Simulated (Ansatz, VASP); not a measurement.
**Ir in VASP and in Ansatz**

```xyz
2
Lattice="2.7965 0.0000 0.0000 -1.3982 2.4218 0.0000 0.0000 0.0000 4.5296" Properties=species:S:1:pos:R:3 pbc="T T T"
Ir    0.0000    1.6146    1.1324
Ir    1.3982    0.8073    3.3972
```

Alike in both runs: functional BLYP; k mesh 13 × 13 × 7; occupations fermi-dirac, width 0.1 eV; no spin polarisation.

Ansatz relaxed the structure, and its values are those at the end. VASP's run is a single point on that final structure, the one shown.

|  | VASP | Ansatz |
| --- | --- | --- |
| version | VASP 6.6.1 | Ansatz 0.2.0 |
| potentials or method | VASP PAW PBE potentials, release 64 (Ir_sv_GW), cutoff 560 eV | plane waves (420 eV) with PAW, scalar-relativistic |
| valence electrons in the cell | 34 | 34 |

|  | VASP | Ansatz | Ansatz less VASP |
| --- | --- | --- | --- |
| pressure (GPa) | -0.2 | 0.0 | +0.25 |

VASP's potentials were made for PBE, not for BLYP.

Spin-orbit coupling is off throughout.
